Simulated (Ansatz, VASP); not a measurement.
# Two plane-wave programs on FeSi

```
CELL_PARAMETERS angstrom
2.70909 0.00000 0.00000
0.00000 2.70909 0.00000
0.00000 0.00000 2.70909
ATOMIC_POSITIONS crystal
Fe 0.50000 0.50000 0.50000
Si 0.00000 0.00000 0.00000
```

Alike in both runs: task single point; functional LDA; k mesh 16 × 16 × 16; occupations gaussian, width 0.05 eV; no spin polarisation.

|  | VASP | Ansatz |
| --- | --- | --- |
| version | VASP 6.6.1 | Ansatz 0.2.0 |
| potentials or method | VASP PAW LDA potentials, release 64 (Fe_sv, Si), cutoff 600 eV | scalar-relativistic, plane waves, PAW |
| valence electrons in the cell | 20 | 20 |

```tsv
	VASP	Ansatz	Ansatz less VASP
gap on the k mesh at the Fermi level (eV)	none	none	-
pressure (GPa)	-1.8	0.0	+1.83
```

LDA's correlation is that of Perdew and Zunger in VASP and of Perdew and Wang (1992) in Ansatz. A gap of «none» marks a metal or a gap that the smearing closes.
